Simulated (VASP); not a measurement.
**Pt: single point with PBEsol**

The system is Pt.

```
Pt
1.0
     2.85240    0.00000    0.00000
    -1.42620    2.47025    0.00000
     0.00000    0.00000    4.55000
Pt
2
Cartesian
  1.4262 0.8234 3.4125
  0.0000 1.6468 1.1375
```

This isn't the form of Pt at room conditions, which is fcc.

```json
{"Program": "VASP 6.6.1", "Task": "single point", "Functional": "PBEsol", "Potentials or basis": "VASP PAW PBE potentials, release 64 (Pt)", "Cutoff": "520 eV", "k mesh": "18 × 18 × 10", "Occupations": "gaussian, width 0.15 eV", "Spin": "no spin polarisation", "Dipole correction": "no", "Further INCAR settings": "ALGO = Normal; EDIFF = 1e-06; NBANDS = 17"}
```

| Item | Value |
| --- | --- |
| Pressure | -13.9 GPa |
| Band gap on the k mesh | zero (bands 10 and 11 overlap by 1.12 eV) |

Stress tensor (GPa, compression positive):
```
-16.66   0.00   0.00
  0.00 -16.66   0.00
  0.00   0.00  -8.40
```

Levels at points of the mesh, in eV from the Fermi level:
| k point | band 8 | band 9 | band 10 | band 11 | band 12 | band 13 |
| --- | --- | --- | --- | --- | --- | --- |
| (0.00, 0.00, 0.00) | -2.34 | -2.34 | -0.28 | -0.28 | -0.11 | 5.60 |
| (0.50, 0.00, 0.00) | -0.10 | 0.22 | 0.23 | 1.99 | 3.25 | 7.51 |
| (0.00, 0.00, 0.50) | -3.44 | -0.85 | -0.85 | -0.85 | -0.85 | 13.42 |
| (0.50, 0.00, 0.50) | -0.89 | 0.10 | 0.10 | 1.61 | 1.61 | 6.02 |

Run time: 34 s on 1 thread of Intel(R) Xeon(R) 6975P-C (Granite Rapids) (shared host), peak memory 0.23 GiB.

Caveat: the cell stands under tension; the PAW data sets were made with another functional, which shifts forces and pressure a little; spin-orbit coupling is left out, which moves the levels of the heavy elements.
